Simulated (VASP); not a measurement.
Write the native input for VASP 6.6.1 that does the following.

* Task: single point
* Functional: PBE
* Potentials or basis: VASP PAW PBE potentials, release 64 (Rh_pv)
* Cutoff: 520 eV
* k mesh: 22 × 22 × 22
* Occupations: gaussian, width 0.15 eV
* Spin: no spin polarisation
* Dipole correction: no
* Further INCAR settings: ALGO = Fast; EDIFF = 1e-07; NBANDS = 14

The structure of Rh lies in POSCAR:

```
Rh
1.0
    0.0000000000      2.3482067609      1.4774916939
    2.3482067609      0.0000000000      1.4774916939
    2.3482067609      2.3482067609      0.0000000000
Rh
1
Direct
    0.0000000000      0.0000000000      0.0000000000
```

This cell differs from its parent crystal: volume 16.294 Å^3 an atom, c/a of the conventional cell 0.6292.

The input as run:

INCAR

```
ALGO     = Fast           # electronic algorithm
EDIFF    = 1E-7           # SCF threshold, eV
ENCUT    = 520            # plane-wave cutoff, eV
GGA      = PE             # functional
ISIF     = 2              # what is computed and relaxed
ISMEAR   = 0              # smearing method
LASPH    = True           # aspherical terms in the spheres
LCHARG   = False          # write CHGCAR
LREAL    = False          # projectors in reciprocal space
LWAVE    = False          # write WAVECAR
NBANDS   = 14             # bands
NELM     = 60             # most SCF steps
PREC     = Accurate       # precision mode
SIGMA    = 0.15           # smearing width, eV
```

KPOINTS

```
k-points
0
Gamma
  22 22 22
```

Potentials or basis: VASP PAW PBE potentials, release 64 (Rh_pv).

Run with:

```console
$ cat potpaw_PBE.64/Rh_pv/POTCAR > POTCAR
$ mpirun -np 1 vasp_std > vasp.out
```

Results of the run:

- Pressure: -21.4 GPa

It took 110 s on 1 thread of Intel(R) Xeon(R) 6975P-C (Granite Rapids), with other jobs on the host, peak memory 0.29 GiB.
